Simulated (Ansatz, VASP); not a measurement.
## One calculation of F, two programs

```xyz
4
Lattice="2.8166 -1.7538 -0.2172 2.8166 1.7538 -0.2172 -2.0775 0.0000 7.0069" Properties=species:S:1:pos:R:3 pbc="T T T"
F     0.2827    0.0000    0.6218
F     3.2731    0.0000    5.9506
F     1.5920    0.0000    3.9422
F     1.9637    0.0000    2.6302
```

Change from the starting cell: volume 16.911 Å^3 an atom, stretch along a over the lengths across it, relative to the relaxed cell 0.9230.

Alike in both runs: task single point; functional PBEsol; k mesh 4 × 4 × 2; occupations gaussian, width 0.05 eV; no spin polarisation.

```csv
,VASP,Ansatz
version,VASP 6.6.1,Ansatz 0.2.0
potentials or method,"VASP PAW PBE potentials, release 64 (F), cutoff 520 eV","scalar-relativistic, plane waves, PAW"
valence electrons in the cell,28,28
```

Ansatz gave:

```
gap on the k mesh at the Fermi level (eV)                     : 3.43
least direct gap on the mesh (eV)                             : 3.52
pressure (GPa)                                                : 3.5
traceless stress, the component that is largest in VASP (GPa) : 5.38
rms of the force components (eV/Å)                            : 0.864
```

Task: What did VASP give for the same quantities?

Result: gap on the k mesh at the Fermi level (eV): 3.34; least direct gap on the mesh (eV): 3.43; pressure (GPa): 4.1; traceless stress, the component that is largest in VASP (GPa): 7.25; rms of the force components (eV/Å): 1.164.

VASP's potentials were made for PBE, not for PBEsol. Atom by atom the forces differ by 0.300 eV/Å (rms over components).

The k mesh is coarse, so the values compare programs but aren't converged.
